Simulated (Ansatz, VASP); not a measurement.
# Two plane-wave programs on TiCo2

```
CELL_PARAMETERS angstrom
0.00000 3.33875 3.33875
3.33875 0.00000 3.33875
3.33875 3.33875 0.00000
ATOMIC_POSITIONS crystal
Ti 0.50000 0.50000 0.50000
Ti 0.75000 0.75000 0.75000
Co 0.12500 0.12500 0.12500
Co 0.62500 0.12500 0.12500
Co 0.12500 0.12500 0.62500
Co 0.12500 0.62500 0.12500
```

Alike in both runs: functional r2SCAN; k mesh 4 × 4 × 4; occupations gaussian, width 0.1 eV; collinear spin.

Ansatz relaxed the structure, and its values are those at the end. VASP's run is a single point on that final structure, the one shown.

|  | VASP | Ansatz |
| --- | --- | --- |
| version | VASP 6.6.1 | Ansatz 0.2.0 |
| potentials or method | VASP PAW PBE potentials, release 64 (Ti_sv, Co), cutoff 520 eV | scalar-relativistic, plane waves, PAW |
| valence electrons in the cell | 60 | 92 |

VASP gave:

| Property | Result |
| --- | --- |
| gap on the k mesh at the Fermi level (eV) | none |
| pressure (GPa) | 0.0 |
| net moment per atom (μB) | 0.63 |
| size of the moment on the site where the two differ most (μB) | 1.39 |

Which values does Ansatz return?

gap on the k mesh at the Fermi level (eV): none; pressure (GPa): 0.0; net moment per atom (μB): 0.64; size of the moment on the site where the two differ most (μB): 1.44.

VASP's potentials were made for PBE, not for r2SCAN. Site moments also hang on the region over which each program counts them. A gap of «none» marks a metal or a gap that the smearing closes. With one functional, cell and mesh, what is left measures potentials, basis and numerics. VASP's potentials hold 60 valence electrons a cell and Ansatz's 92, so a difference there can come from the potentials and not from the codes.

The k mesh is coarse, so the values compare programs but aren't converged.
